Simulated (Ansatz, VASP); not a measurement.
**One calculation of MoS2, two programs**

```
Mo S
1.0
    -3.14948    0.00000    0.00000
    -1.57474   -2.72753    0.00000
    -0.39369   -0.22729   13.29006
Mo S
2 4
Direct
  0.99509 0.99509 0.05895
  0.95342 0.95342 0.55895
  0.27693 0.27693 0.67684
  0.31860 0.31860 0.17684
  0.25491 0.25491 0.94106
  0.29658 0.29658 0.44106
```

Alike in both runs: task single point; functional PBE; dispersion D3(BJ); k mesh 10 × 10 × 2; occupations gaussian, width 0.05 eV; no spin polarisation.

|  | VASP | Ansatz |
| --- | --- | --- |
| version | VASP 6.6.1 | Ansatz 0.2.0 |
| potentials or method | VASP PAW PBE potentials, release 64 (Mo_sv, S), cutoff 520 eV | scalar-relativistic, plane waves, PAW |
| valence electrons in the cell | 52 | 52 |

|  | VASP | Ansatz | Ansatz less VASP |
| --- | --- | --- | --- |
| gap on the k mesh at the Fermi level (eV) | 1.07 | 1.07 | -0.004 |
| least direct gap on the mesh (eV) | 1.07 | 1.07 | -0.004 |
| pressure (GPa) | 3.6 | 3.8 | +0.18 |
| traceless stress, the component that is largest in VASP (GPa) | 10.33 | 10.40 | +0.067 |
| rms of the force components (eV/Å) | 2.019 | 2.035 | +0.0161 |

Atom by atom the forces differ by 0.018 eV/Å (rms over components).
